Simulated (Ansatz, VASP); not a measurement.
One calculation of ZnS, two programs

```xyz
20
Lattice="3.8240 0.0000 0.0000 -1.9120 3.3117 0.0000 0.0000 0.0000 31.2000" Properties=species:S:1:pos:R:3 pbc="T T T"
Zn    0.0000    0.0000    0.0022
Zn    0.0000    0.0000   15.6022
Zn    0.0000    0.0000    9.3575
Zn    0.0000    0.0000   24.9575
Zn    0.0000    2.2078    3.1204
Zn    1.9120    1.1039   18.7204
Zn    0.0000    2.2078   12.4800
Zn    1.9120    1.1039   28.0800
Zn    0.0000    2.2078   21.8390
Zn    1.9120    1.1039    6.2390
S     0.0000    0.0000    2.3417
S     0.0000    0.0000   17.9417
S     0.0000    0.0000   11.6973
S     0.0000    0.0000   27.2973
S     0.0000    2.2078    5.4603
S     1.9120    1.1039   21.0603
S     0.0000    2.2078   14.8227
S     1.9120    1.1039   30.4227
S     0.0000    2.2078   24.1789
S     1.9120    1.1039    8.5789
```

Alike in both runs: functional PBE; k mesh 8 × 8 × 1; occupations fermi-dirac, width 0.02 eV; no spin polarisation.

Ansatz relaxed the structure, and its values are those at the end. VASP's run is a single point on that final structure, the one shown.

|  | VASP | Ansatz |
| --- | --- | --- |
| version | VASP 6.6.1 | Ansatz 0.2.0 |
| potentials or method | VASP PAW PBE potentials, release 64 (Zn, S) | plane-wave PAW, scalar-relativistic |
| plane-wave cutoff (eV) | 520 | 420 |
| valence electrons in the cell | 180 | 180 |

```csv
,VASP,Ansatz,Ansatz less VASP
gap on the k mesh at the Fermi level (eV),2.12,2.12,-0.005
pressure (GPa),1.7,1.5,-0.15
rms of the force components (eV/Å),0.003,0.003,-0.0001
```

Ansatz's warnings: stress scf threshold loose.
